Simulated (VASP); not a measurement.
# Sb (Pmma) in VASP: notebook, part 2 of 2

VASP 6.6.1. The steps go on from the part before.

### Step 3. Single point, PBE (volume scaled by 0.91, then relaxed in part)

Contents of INCAR:

```
PREC = Accurate
ENCUT = 520
EDIFF = 1E-6
ISMEAR = 0
SIGMA = 0.1
LREAL = False
LASPH = True
NELM = 60
ALGO = Normal
ISIF = 2
LWAVE = False
LCHARG = False
GGA = PE
NBANDS = 30
```

Contents of KPOINTS:

```
regular mesh
0
Gamma
  4 8 8
```

Contents of POSCAR:

```
Sb
1.0
   12.3989982586      0.0000000000      0.0000000000
    0.0000000000      4.3441244837      0.0000000000
    0.0000000000      0.0000000000      4.3442731513
Sb
8
Direct
    0.8658215882      0.0000000000     -0.0023651419
    0.1158051905      0.5000000000      0.5007062393
    0.3658215882      0.0000000000      1.0023651419
    0.6158051905      0.5000000000      0.4992937607
    0.8841948095      0.5000000000      0.4992937607
    0.1341784118      0.0000000000      1.0023651419
    0.3841948095      0.5000000000      0.5007062393
    0.6341784118      0.0000000000     -0.0023651419
```

Potentials or basis: VASP PAW PBE potentials, release 64 (Sb).

Run with:

```console
cat potpaw_PBE.64/Sb/POTCAR > POTCAR
mpirun -np 1 vasp_std > vasp.out
```

OUTCAR:

```text
PREC = Accurate
   ENCUT = 520
   EDIFF = 1E-6
   ISMEAR = 0
   LREAL = False
   LASPH = True
   NELM = 60
   ISIF = 2
   GGA = PE

 ion  position               nearest neighbor table
   1  0.866  0.000  0.998-   8 2.87   5 3.08   5 3.08   5 3.09   5 3.09   6 3.33
   2  0.116  0.500  0.501-   5 2.87   6 3.08   6 3.08   6 3.09   6 3.09   7 3.33
   3  0.366  0.000  0.002-   6 2.87   7 3.08   7 3.08   7 3.09   7 3.09   8 3.33
   4  0.616  0.500  0.499-   7 2.87   8 3.08   8 3.08   8 3.09   8 3.09   5 3.33
   5  0.884  0.500  0.499-   2 2.87   1 3.08   1 3.08   1 3.09   1 3.09   4 3.33
   6  0.134  0.000  0.002-   3 2.87   2 3.08   2 3.08   2 3.09   2 3.09   1 3.33
   7  0.384  0.500  0.501-   4 2.87   3 3.08   3 3.08   3 3.09   3 3.09   2 3.33
   8  0.634  0.000  0.998-   1 2.87   4 3.08   4 3.08   4 3.09   4 3.09   3 3.33

  LATTYP: Found a simple orthorhombic cell.
 ALAT       =     4.3441244837
 B/A-ratio  =     1.0000342227
 C/A-ratio  =     2.8541995758

  Lattice vectors:

 A1 = (   0.0000000000,   4.3441244837,   0.0000000000)
 A2 = (   0.0000000000,   0.0000000000,   4.3442731513)
 A3 = (  12.3989982586,   0.0000000000,   0.0000000000)

Analysis of symmetry for initial positions (statically):
=====================================================================
 Subroutine PRICEL returns:
 Original cell was already a primitive cell.

 Routine SETGRP: Setting up the symmetry group for a
 simple orthorhombic supercell.

 Subroutine GETGRP returns: Found  8 space group operations
 (whereof  4 operations were pure point group operations)
 out of a pool of  8 trial point group operations.

The static configuration has the point symmetry C_2h.
 The point group associated with its full space group is D_2h.

Analysis of symmetry for dynamics (positions and initial velocities):
=====================================================================
 Subroutine PRICEL returns:
 Original cell was already a primitive cell.

 Routine SETGRP: Setting up the symmetry group for a
 simple orthorhombic supercell.

 Subroutine GETGRP returns: Found  8 space group operations
 (whereof  4 operations were pure point group operations)
 out of a pool of  8 trial point group operations.

The dynamic configuration has the point symmetry C_2h.
 The point group associated with its full space group is D_2h.

 Subroutine INISYM returns: Found  8 space group operations
 (whereof  4 operations are pure point group operations),
 and found     1 'primitive' translations

----------------------------------------------------------------------------------------

                                     Primitive cell

  volume of cell :     233.9947

  direct lattice vectors                    reciprocal lattice vectors
    12.398998259  0.000000000  0.000000000     0.080651677  0.000000000  0.000000000
     0.000000000  4.344124484  0.000000000     0.000000000  0.230195982  0.000000000
     0.000000000  0.000000000  4.344273151     0.000000000  0.000000000  0.230188104

  length of vectors
    12.398998259  4.344124484  4.344273151     0.080651677  0.230195982  0.230188104

  position of ions in fractional coordinates (direct lattice)
     0.865821588  0.000000000  0.997634858
     0.115805190  0.500000000  0.500706239
[... 43 lines left out ...]

 Following reciprocal coordinates:
            Coordinates               Weight
  0.000000  0.000000  0.000000      1.000000
  0.250000  0.000000  0.000000      2.000000
  0.500000  0.000000  0.000000      1.000000
  0.000000  0.125000  0.000000      2.000000
  0.250000  0.125000  0.000000      4.000000
  0.500000  0.125000  0.000000      2.000000
[... 16 lines left out ...]
  0.250000  0.250000  0.125000      8.000000
  0.500000  0.250000  0.125000      4.000000
 [... further k-points ...]
   k-points           NKPTS =     75   k-points in BZ     NKDIM =     75   number of bands    NBANDS=     30
   number of dos      NEDOS =    301   number of ions     NIONS =      8
   total plane-waves  NPLWV =  98304
   dimension x,y,z NGX =    96 NGY =   32 NGZ =   32
   dimension x,y,z NGXF=   192 NGYF=   64 NGZF=   64
   ions per type =               8
   NGX,Y,Z   is equivalent  to a cutoff of  12.87, 12.25, 12.25 a.u.
   NGXF,Y,Z  is equivalent  to a cutoff of  25.74, 24.49, 24.49 a.u.
 SYSTEM =  unknown system
   PREC   = accura    normal or accurate (medium, high low for compatibility)
   ISTART =      0    job   : 0-new  1-cont  2-samecut
   ICHARG =      2    charge: 1-file 2-atom 10-const
   ISPIN  =      1    spin polarized calculation?
   LNONCOLLINEAR =      F non collinear calculations
   LSORBIT =      F    spin-orbit coupling
   LASPH  =      T    aspherical Exc in radial PAW
   ENCUT  =  520.0 eV  38.22 Ry    6.18 a.u.  23.05  8.08  8.08*2*pi/ulx,y,z
   NELM   =     60;   NELMIN=  2; NELMDL= -5     # of ELM steps
   EDIFF  = 0.1E-05   stopping-criterion for ELM
   LREAL  =      F    real-space projection
   EDIFFG = 0.1E-04   stopping-criterion for IOM
   NSW    =      0    number of steps for IOM
   IBRION =     -1    ionic relax: 0-MD 1-quasi-New 2-CG
   NFREE  =      0    steps in history (QN), initial steepest desc. (CG)
   ISIF   =      2    stress and relaxation
   ISYM   =      2    0-nonsym 1-usesym 2-fastsym
   POTIM  = 0.5000    time-step for ionic-motion
   TEBEG  =    0.0;   TEEND  =   0.0 temperature during run
   PSTRESS=    0.0 pullay stress
   NELECT =      40.0000    total number of electrons
   NUPDOWN=      -1.0000    fix difference up-down
   EMIN   =  10.00;   EMAX   =-10.00  energy-range for DOS
   EFERMI =   0.00;   METHOD = LEGACY
   ISMEAR =     0;   SIGMA  =   0.10  broadening in eV -4-tet -1-fermi 0-gaus
   EFERMI_NEDOS =   21; number of points for ismear=-14 and -15
   IALGO  =     38    algorithm
   IMIX   =      4    mixing-type and parameters
     AMIX     =   0.40;   BMIX     =  1.00
     AMIX_MAG =   1.60;   BMIX_MAG =  1.00
  volume/ion in A,a.u.               =      29.25       197.38
  Fermi-wavevector in a.u.,A,eV,Ry     =   0.908572  1.716953 11.231659  0.825504
  Thomas-Fermi vector in A             =   2.032514
   LORBIT       =      0    0 simple, 1 ext, 2 COOP (PROOUT), +10 PAW based schemes
   GGA     = PE    functional components
   LHFCALC =     F    Hartree Fock is set to
   AEXX    =    0.0000 exact exchange contribution
   IVDW    =     0    specifies the selected vdW correction
   LEPSILON=     F    determine dielectric tensor
   LRPA    =     F    only Hartree local field effects (RPA)
 non-spin polarized calculation
 Gauss-broadening in eV      SIGMA  =   0.10
  energy-cutoff  :      520.00
  volume of cell :      233.99
 maximum number of plane-waves:      6352
 NGX is ok and might be reduce to    96
   NGX = 47   NGY = 17   NGZ = 17

 number of electron      39.9999993 magnetization

 Free energy of the ion-electron system (eV)
  ---------------------------------------------------
  ext. energy  EPLUGINS =         0.00000000
  ---------------------------------------------------
  free energy    TOTEN  =       -32.82468371 eV

  energy without entropy =      -32.81810413  energy(sigma->0) =      -32.82139392

 E-fermi :   7.4190     XC(G=0):  -9.6932

 val. band max:        7.4131999148   @ k =   0.5000   0.0000   0.3750
 cond. band min:       7.4553252285   @ k =   0.5000   0.0000   0.3750
 fundamental gap:      0.0421253138
 Fermi energy:         7.4190234843

 k-point     1 :       0.0000    0.0000    0.0000
  band No.  band energies     occupation
      1      -5.1960      2.00000
      2      -4.3090      2.00000
      3      -4.3081      2.00000
      4      -2.6624      2.00000
      5      -0.4243      2.00000
      6       0.9445      2.00000
[... 781 lines left out ...]
     29      11.7519      0.00000
     30      11.7523      0.00000

 [... further k-points ...]
[... 5 lines left out ...]
  --------------------------------------------------------------------------------------
  -------------------------------------------------------------------------------------
  Total        4.0431671      4.1382736      4.1379517      0.0000000      0.0000000      0.0000000
  in kB       27.6838371     28.3350381     28.3328338      0.0000000      0.0000000      0.0000000
  external PRESSURE =      28.1172363 kB  Pullay stress =       0.0000000 kB

 VOLUME and BASIS-vectors are now :
 -----------------------------------------------------------------------------
  energy-cutoff  :      520.00
  volume of cell :      233.99
      direct lattice vectors                 reciprocal lattice vectors
    12.398998259  0.000000000  0.000000000     0.080651677  0.000000000  0.000000000
     0.000000000  4.344124484  0.000000000     0.000000000  0.230195982  0.000000000
     0.000000000  0.000000000  4.344273151     0.000000000  0.000000000  0.230188104

 POSITION                                       TOTAL-FORCE (eV/Angst)
 -----------------------------------------------------------------------------------
     10.73532      0.00000      4.33400         0.016805      0.000000      0.004806
      1.43587      2.17206      2.17520         0.018850      0.000000      0.004443
      4.53582      0.00000      0.01027         0.016805      0.000000     -0.004806
      7.63537      2.17206      2.16907         0.018850      0.000000     -0.004443
     10.96313      2.17206      2.16907        -0.018850     -0.000000     -0.004443
      1.66368      0.00000      0.01027        -0.016805      0.000000     -0.004806
      4.76363      2.17206      2.17520        -0.018850      0.000000      0.004443
      7.86318      0.00000      4.33400        -0.016805      0.000000      0.004806
 -----------------------------------------------------------------------------------
    total drift:                                0.000000      0.000000     -0.000000

  FREE ENERGIE OF THE ION-ELECTRON SYSTEM (eV)
  ---------------------------------------------------
  free  energy   TOTEN  =       -32.8246837140 eV

  energy  without entropy=      -32.8181041253  energy(sigma->0) =      -32.82139392
```

It took 13 min on 1 thread of Oxide Virtual Turin-like, shared host; peak memory 0.51 GiB.

Results:

```
Free energy            : -32.8247 eV
Pressure               : 2.8 GPa
Largest force          : 0.019 eV/Å
Band gap on the k mesh : zero (band 20 reaches 7.65 eV, above the bottom of band 21 at 7.27 eV)
```

Forces in eV/Å, atoms in the order of the input:
```
Sb   0.017  0.000  0.005
Sb   0.019  0.000  0.004
Sb   0.017  0.000 -0.005
Sb   0.019  0.000 -0.004
Sb  -0.019  0.000 -0.004
Sb  -0.017  0.000 -0.005
Sb  -0.019  0.000  0.004
Sb  -0.017  0.000  0.005
```

Caveat: spin-orbit coupling is left out, which moves the levels of the heavy elements.

### Step 4. Single point, PBE (volume scaled by 0.94, then relaxed in part)

Contents of INCAR:

```
SYSTEM = Sb
PREC     = Accurate       ! precision mode
ENCUT    = 520            ! plane-wave cutoff, eV
EDIFF    = 1E-6           ! SCF threshold, eV
ISMEAR   = 0              ! smearing method
SIGMA    = 0.1            ! smearing width, eV
LREAL    = .False.        ! projectors in reciprocal space
LASPH    = .True.         ! aspherical terms in the spheres
NELM     = 100            ! most SCF steps
ALGO     = Normal         ! electronic algorithm
ISIF     = 2              ! what is computed and relaxed
LWAVE    = .False.        ! write WAVECAR
LCHARG   = .False.        ! write CHGCAR
GGA      = PE             ! functional
NBANDS   = 30             ! bands
```

Contents of KPOINTS:

```
Automatic mesh
0
Gamma
  4 8 8
  0 0 0
```

Contents of POSCAR:

```
Sb
1.0
   12.5726202638      0.0000000000      0.0000000000
    0.0000000000      4.3867483669      0.0000000000
    0.0000000000      0.0000000000      4.3825201806
Sb
8
Direct
    0.8641816993      0.0000000000     -0.0038418908
    0.1141505480      0.5000000000      0.5015083355
    0.3641816993      0.0000000000      1.0038418908
    0.6141505480      0.5000000000      0.4984916645
    0.8858494520      0.5000000000      0.4984916645
    0.1358183007      0.0000000000      1.0038418908
    0.3858494520      0.5000000000      0.5015083355
    0.6358183007      0.0000000000     -0.0038418908
```

Run with:

```console
cat potpaw_PBE.64/Sb/POTCAR > POTCAR
mpirun -np 1 vasp_std > vasp.out
```

Wall time 11 min (1 thread of Oxide Virtual Turin-like, shared host); peak memory 0.54 GiB.

It converged, with:

- Free energy: -32.9164 eV
- Pressure: 1.2 GPa
- Largest force: 0.032 eV/Å
- Band gap on the k mesh: zero (band 20 reaches 7.23 eV, above the bottom of band 21 at 6.79 eV)

Forces in eV/Å, atoms in the order of the input:
```
Sb   0.028  0.000  0.002
Sb   0.032  0.000 -0.001
Sb   0.028  0.000 -0.002
Sb   0.032  0.000  0.001
Sb  -0.032  0.000  0.001
Sb  -0.028  0.000 -0.002
Sb  -0.032  0.000 -0.001
Sb  -0.028  0.000  0.002
```

Stress tensor (GPa, compression positive):
```
1.31 0.00 0.00
0.00 1.14 0.00
0.00 0.00 1.18
```

Levels at points of the mesh, in eV from the Fermi level:
```csv
k point,band 16,band 17,band 18,band 19,band 20,band 21,band 22,band 23,band 24,band 25
"(0.00, 0.00, 0.00)",-2.03,-2.03,-1.72,-1.60,-1.58,2.22,2.43,2.43,2.82,2.83
"(0.50, 0.00, 0.00)",-1.99,-1.98,-1.98,-0.61,-0.61,1.28,1.28,2.43,2.43,3.20
"(0.00, 0.50, 0.00)",-0.83,-0.71,-0.70,-0.23,-0.23,-0.22,-0.22,0.43,0.44,0.61
"(0.50, 0.50, 0.00)",-1.16,-0.49,-0.49,-0.48,-0.48,0.27,0.27,0.28,0.28,0.91
"(0.00, 0.00, 0.50)",-0.84,-0.72,-0.72,-0.24,-0.24,-0.23,-0.23,0.44,0.44,0.61
"(0.50, 0.00, 0.50)",-1.14,-0.50,-0.50,-0.49,-0.49,0.25,0.25,0.29,0.29,0.90
"(0.00, 0.50, 0.50)",-3.52,-3.45,-3.45,-0.63,-0.63,0.96,0.97,1.80,1.80,4.57
"(0.50, 0.50, 0.50)",-3.95,-2.38,-2.38,-2.38,-2.38,2.64,2.64,2.64,2.64,3.20
```

Caveat: spin-orbit coupling is left out, which moves the levels of the heavy elements.

### Step 5. Summary

```csv
cell,gap on the mesh (eV),pressure (GPa),largest force (eV/Å)
"a = 12.223, b = 4.303, c = 4.303 Å, 8 atoms",none,4.8,0.03
"a = 12.399, b = 4.344, c = 4.344 Å, 8 atoms",none,2.8,0.02
"a = 12.573, b = 4.387, c = 4.383 Å, 8 atoms",none,1.2,0.03
```

Alike in all rows: task single point; level PBE; potentials or basis VASP PAW PBE potentials, release 64 (Sb); no spin polarisation; k mesh 4 × 8 × 8; cutoff (eV) 520; smearing gaussian 0.1 eV.

Caveats: spin-orbit coupling is left out, which moves the levels of the heavy elements.

Absolute energies hang on the potentials; compare differences alone.
